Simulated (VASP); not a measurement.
# AlN (P6_3mc) in VASP: notebook, part 2 of 2

VASP 6.6.1.

## Step 3: Single point, PBE

Input file INCAR:

```
SYSTEM = AlN
PREC = Accurate
ENCUT = 520
EDIFF = 1E-6
ISMEAR = 0
SIGMA = 0.01
LREAL = .False.
LASPH = .True.
NELM = 60
ALGO = Normal
ISIF = 2
LWAVE = .False.
LCHARG = .False.
GGA = PE
NBANDS = 16
```

Input file KPOINTS:

```
Automatic mesh
0
Gamma
  6 6 4
  0 0 0
```

Input file POSCAR:

```
AlN
1.0
    3.1066939248      0.0000000000      0.0000000000
   -1.5533469624      2.6904758607      0.0000000000
    0.0000000000      0.0000000000      4.9785898183
Al N
2 2
Direct
    0.6666666667      0.3333333333      0.4992046638
    0.3333333333      0.6666666667      0.9992046638
    0.6666666667      0.3333333333      0.8807953362
    0.3333333333      0.6666666667      0.3807953362
```

Potentials or basis: VASP PAW PBE potentials, release 64 (Al, N).

The run is started by

```console
> cat potpaw_PBE.64/Al/POTCAR potpaw_PBE.64/N/POTCAR > POTCAR
> mpirun -np 1 vasp_std > vasp.out
```

OUTCAR:

```text
SYSTEM = AlN
   PREC = Accurate
   ENCUT = 520
   EDIFF = 1E-6
   ISMEAR = 0
   LREAL = .False.
   LASPH = .True.
   NELM = 60
   ISIF = 2
   GGA = PE

 ion  position               nearest neighbor table
   1  0.667  0.333  0.499-   4 1.89   4 1.89   4 1.89   3 1.90   2 3.07   2 3.07   2 3.07   2 3.07
                             2 3.07   2 3.07
   2  0.333  0.667  0.999-   3 1.89   3 1.89   3 1.89   4 1.90   1 3.07   1 3.07   1 3.07   1 3.07
                             1 3.07   1 3.07
   3  0.667  0.333  0.881-   2 1.89   2 1.89   2 1.89   1 1.90
   4  0.333  0.667  0.381-   1 1.89   1 1.89   1 1.89   2 1.90

  LATTYP: Found a hexagonal cell.
 ALAT       =     3.1066939248
 C/A-ratio  =     1.6025363099

  Lattice vectors:

 A1 = (   3.1066939248,   0.0000000000,   0.0000000000)
 A2 = (  -1.5533469624,   2.6904758607,   0.0000000000)
 A3 = (   0.0000000000,   0.0000000000,   4.9785898183)

Analysis of symmetry for initial positions (statically):
=====================================================================
 Subroutine PRICEL returns:
 Original cell was already a primitive cell.

 Routine SETGRP: Setting up the symmetry group for a
 hexagonal supercell.

 Subroutine GETGRP returns: Found 12 space group operations
 (whereof  6 operations were pure point group operations)
 out of a pool of 24 trial point group operations.

The static configuration has the point symmetry C_3v.
 The point group associated with its full space group is C_6v.

Analysis of symmetry for dynamics (positions and initial velocities):
=====================================================================
 Subroutine PRICEL returns:
 Original cell was already a primitive cell.

 Routine SETGRP: Setting up the symmetry group for a
 hexagonal supercell.

 Subroutine GETGRP returns: Found 12 space group operations
 (whereof  6 operations were pure point group operations)
 out of a pool of 24 trial point group operations.

[... 121 lines left out ...]
     AMIX_MAG =   1.60;   BMIX_MAG =  1.00
  volume/ion in A,a.u.               =      10.40        70.21
  Fermi-wavevector in a.u.,A,eV,Ry     =   1.190429  2.249585 19.281106  1.417121
  Thomas-Fermi vector in A             =   2.326514
   LORBIT       =      0    0 simple, 1 ext, 2 COOP (PROOUT), +10 PAW based schemes
   GGA     = PE    functional components
   LHFCALC =     F    Hartree Fock is set to
   AEXX    =    0.0000 exact exchange contribution
   IVDW    =     0    specifies the selected vdW correction
   LEPSILON=     F    determine dielectric tensor
   LRPA    =     F    only Hartree local field effects (RPA)
 non-spin polarized calculation
 Gauss-broadening in eV      SIGMA  =   0.01
  energy-cutoff  :      520.00
  volume of cell :       41.61
 maximum number of plane-waves:      1152
 NGX is ok and might be reduce to    24
   NGX = 11   NGY = 11   NGZ = 19

 number of electron      15.9999996 magnetization

 Free energy of the ion-electron system (eV)
  ---------------------------------------------------
  ext. energy  EPLUGINS =         0.00000000
  ---------------------------------------------------
  free energy    TOTEN  =       -29.76652487 eV

  energy without entropy =      -29.76652487  energy(sigma->0) =      -29.76652487

 E-fermi :   6.2459     XC(G=0): -10.9264

 val. band max:        6.1863943529   @ k =   0.0000   0.0000   0.0000
 cond. band min:      10.4297367973   @ k =   0.0000   0.0000   0.0000
 fundamental gap:      4.2433424444
 Fermi energy:         6.2458878657

 k-point     1 :       0.0000    0.0000    0.0000
  band No.  band energies     occupation
      1      -9.0204      2.00000
      2      -6.8657      2.00000
      3       0.1770      2.00000
      4       5.3272      2.00000
      5       5.3272      2.00000
      6       5.9761      2.00000
[... 376 lines left out ...]
      3       1.3451      2.00000
      4       1.3451      2.00000
      5       2.3149      2.00000
      6       2.3149      2.00000
[... 8 lines left out ...]
     15      20.0379      0.00000
     16      20.0379      0.00000

------------------------ aborting loop because EDIFF is reached ----------------------------------------

  FORCE on cell =-STRESS in cart. coord.  units (eV):
  Direction    XX          YY          ZZ          XY          YZ          ZX
  --------------------------------------------------------------------------------------
  -------------------------------------------------------------------------------------
  Total        1.1563925      1.1563925      1.1109384      0.0000000      0.0000000      0.0000000
  in kB       44.5227438     44.5227438     42.7726991      0.0000000      0.0000000      0.0000000
  external PRESSURE =      43.9393956 kB  Pullay stress =       0.0000000 kB

 VOLUME and BASIS-vectors are now :
 -----------------------------------------------------------------------------
  energy-cutoff  :      520.00
  volume of cell :       41.61
      direct lattice vectors                 reciprocal lattice vectors
     3.106693925  0.000000000  0.000000000     0.321885588  0.185840731  0.000000000
    -1.553346962  2.690475861  0.000000000     0.000000000  0.371681461  0.000000000
     0.000000000  0.000000000  4.978589818     0.000000000  0.000000000  0.200860090

 POSITION                                       TOTAL-FORCE (eV/Angst)
 -----------------------------------------------------------------------------------
      1.55335      0.89683      2.48534        -0.000000     -0.000000     -0.010236
     -0.00000      1.79365      4.97463         0.000000     -0.000000     -0.010236
      1.55335      0.89683      4.38512         0.000000      0.000000      0.010236
     -0.00000      1.79365      1.89582        -0.000000     -0.000000      0.010236
 -----------------------------------------------------------------------------------
    total drift:                               -0.000000      0.000000     -0.000980

  FREE ENERGIE OF THE ION-ELECTRON SYSTEM (eV)
  ---------------------------------------------------
  free  energy   TOTEN  =       -29.7665248655 eV

  energy  without entropy=      -29.7665248655  energy(sigma->0) =      -29.76652487
```

stdout:

```text
POSCAR found type information on POSCAR AlN
 POSCAR found :  2 types and       4 ions
 scaLAPACK will be used
 LDA part: xc-table for (Slater+PW92), standard interpolation
 POSCAR, INCAR and KPOINTS ok, starting setup
 FFT: planning ... GRIDC
 FFT: planning ... GRID_SOFT
 FFT: planning ... GRID
 WAVECAR not read
 entering main loop
```

Run time: 8.7 s. Hardware: 1 thread of Intel Xeon 6975P-C (Granite Rapids), shared host; peak memory 0.15 GiB.

What came out:

* Free energy: -29.7665 eV
* Pressure: 4.4 GPa
* Largest force: 0.010 eV/Å
* Band gap on the k mesh: 4.24 eV, direct

Forces on the atoms (eV/Å):
```
Al   0.000  0.000 -0.010
Al   0.000  0.000 -0.010
N    0.000  0.000  0.010
N    0.000  0.000  0.010
```

## Step 4: Single point, r2SCAN

POSCAR is that of step 3.

Input file INCAR.step1:

```
  PREC = Accurate
  ENCUT = 520
  ISMEAR = 0
  SIGMA = 0.01
  LREAL = F
  LASPH = T
  NELM = 80
  NBANDS = 16
  GGA = PE
  ALGO = Normal
  EDIFF = 1E-4
  LWAVE = T
  LCHARG = F
```

Input file INCAR.step2:

```
  PREC = Accurate
  ENCUT = 520
  EDIFF = 1E-6
  ISMEAR = 0
  SIGMA = 0.01
  LREAL = F
  LASPH = T
  NELM = 80
  ALGO = Normal
  ISIF = 2
  LWAVE = F
  LCHARG = F
  METAGGA = R2SCAN
  LMIXTAU = T
  NBANDS = 16
  ISTART = 1
```

Input file KPOINTS:

```
regular mesh
0
Gamma
  6 6 4
```

The run is started by

```console
> cat potpaw_PBE.64/Al/POTCAR potpaw_PBE.64/N/POTCAR > POTCAR
> cp INCAR.step1 INCAR
> mpirun -np 1 vasp_std > vasp.out
> cp INCAR.step2 INCAR
> mpirun -np 1 vasp_std > vasp.out
```

Wall time 34 s (1 thread of Intel Xeon 6975P-C (Granite Rapids), shared host); peak memory 0.15 GiB.

Results (log left out):

* Free energy: -38.4554 eV
* Pressure: -0.4 GPa
* Largest force: 0.004 eV/Å
* Band gap on the k mesh: 4.92 eV, direct

Forces in eV/Å, atoms in the order of the input:
```
Al   0.000  0.000 -0.004
Al   0.000  0.000 -0.004
N    0.000  0.000  0.004
N    0.000  0.000  0.004
```

Levels at points of the mesh, in eV from the valence-band top:
```
           k point  band 4  band 5  band 6  band 7  band 8  band 9  band 10  band 11  band 12  band 13
(0.00, 0.00, 0.00)   -0.88   -0.88   -0.22   -0.22    0.00    4.92     7.54    11.62    12.04    12.04
(0.50, 0.00, 0.00)   -4.22   -3.39   -2.14   -1.77   -0.71    6.45     6.56     9.05    11.26    11.72
(0.00, 0.00, 0.50)   -3.37   -0.56   -0.56   -0.56   -0.56    7.26     7.26    11.32    11.32    12.36
(0.50, 0.00, 0.50)   -5.66   -1.50   -1.50   -1.39   -1.39    6.00     6.00    10.15    10.15    12.94
```

Caveat: the PAW data sets were made with another functional, which shifts forces and pressure a little.

## Step 5: Single point, PBE

Input file INCAR:

```
PREC = Accurate
ENCUT = 520
EDIFF = 1E-6
ISMEAR = 0
SIGMA = 0.01
LREAL = F
LASPH = T
NELM = 60
ALGO = Normal
ISIF = 2
LWAVE = F
LCHARG = T
GGA = PE
LELF = T
LVHAR = T
NBANDS = 16
```

Input file KPOINTS:

```
Automatic mesh
0
Gamma
  12 12 6
```

POSCAR is that of step 4.

The run is started by

```console
> cat potpaw_PBE.64/Al/POTCAR potpaw_PBE.64/N/POTCAR > POTCAR
> mpirun -np 1 vasp_std > vasp.out
```

It took 21 s on 1 thread of Intel Xeon 6975P-C (Granite Rapids), shared host; peak memory 0.17 GiB.

It converged, with:

- Free energy: -29.7679 eV
- Pressure: 4.4 GPa
- Largest force: 0.009 eV/Å
- Band gap on the k mesh: 4.24 eV, direct

Forces in eV/Å, atoms in the order of the input:
```
Al   0.000  0.000 -0.009
Al   0.000  0.000 -0.009
N    0.000  0.000  0.009
N    0.000  0.000  0.009
```

Stress tensor (GPa, compression positive):
```
4.45 0.00 0.00
0.00 4.45 0.00
0.00 0.00 4.30
```

Levels at points of the mesh, in eV from the valence-band top:
```
           k point  band 4  band 5  band 6  band 7  band 8  band 9  band 10  band 11  band 12  band 13
(0.00, 0.00, 0.00)   -0.86   -0.86   -0.21   -0.21    0.00    4.24     6.70    10.64    11.19    11.19
(0.50, 0.00, 0.00)   -4.17   -3.35   -2.09   -1.78   -0.69    5.81     5.84     8.22    10.31    10.94
(0.00, 0.00, 0.50)   -3.34   -0.54   -0.54   -0.54   -0.54    6.51     6.51    10.35    10.35    11.51
(0.50, 0.00, 0.50)   -5.61   -1.46   -1.46   -1.37   -1.37    5.32     5.32     9.28     9.28    11.86
```

A k mesh can miss the band edges. A hybrid or GW would open this gap; PBE tends to underestimate it.

## Step 6: Summary

```csv
level,k mesh,gap on the mesh (eV),pressure (GPa),largest force (eV/Å)
PBE,6 × 6 × 4,4.24,4.4,0.01
r2SCAN,6 × 6 × 4,4.92,-0.4,-
PBE,12 × 12 × 6,4.24,4.4,0.01
```

Alike in all rows: task single point; potentials or basis VASP PAW PBE potentials, release 64 (Al, N); no spin polarisation; cell as given; cutoff (eV) 520; smearing gaussian 0.01 eV.

On the cell as given the gap runs from 4.24 eV (PBE) to 4.92 eV (r2SCAN); the meshes differ, which moves gaps too. The pressure there spans -0.4 GPa (r2SCAN) to 4.4 GPa (PBE); a positive pressure means that this level wants a larger cell, a negative one a smaller.

Caveats: the PAW data sets were made with another functional, which shifts forces and pressure a little (some runs).

Total energies depend on the potentials used, so only differences within one code and one set of settings carry meaning.
